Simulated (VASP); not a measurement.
A run of VASP 6.6.1:

INCAR

```
SYSTEM = Mg
PREC     = Accurate       ! precision mode
ENCUT    = 520            ! plane-wave cutoff, eV
EDIFF    = 1E-6           ! SCF threshold, eV
ISMEAR   = -1             ! smearing method
SIGMA    = 0.05           ! smearing width, eV
LREAL    = .False.        ! projectors in reciprocal space
LASPH    = .True.         ! aspherical terms in the spheres
NELM     = 100            ! most SCF steps
ALGO     = Normal         ! electronic algorithm
ISIF     = 2              ! what is computed and relaxed
LWAVE    = .False.        ! write WAVECAR
LCHARG   = .True.         ! write CHGCAR
GGA      = PE             ! functional
LELF     = .True.         ! ELF
LVHAR    = .True.       
NBANDS   = 9              ! bands
```

Contents of KPOINTS:

```
regular mesh
0
Gamma
  10 10 5
  0 0 0
```

File POSCAR:

```
Mg
1.0
    3.2093000000      0.0000000000      0.0000000000
   -1.6046500000      2.7793353284      0.0000000000
    0.0000000000      0.0000000000      5.2103000000
Mg
2
Direct
    0.6666666667      0.3333333333      0.7500000000
    0.3333333333      0.6666666667      0.2500000000
```

Potentials or basis: VASP PAW PBE potentials, release 64 (Mg).

The run is started by

```bash
$ cat potpaw_PBE.64/Mg/POTCAR > POTCAR
$ mpirun -np 1 vasp_std > vasp.out
```

Hardware: 1 thread of AMD EPYC 7R43 64-Core Processor (Zen 3) (shared host).

Task: How long does it take, and how much memory?

Result: It took 30 s on 1 thread of AMD EPYC 7R43 64-Core Processor (Zen 3), on a shared host, peak memory 0.13 GiB. Counts: scf iterations 10, k points 42.
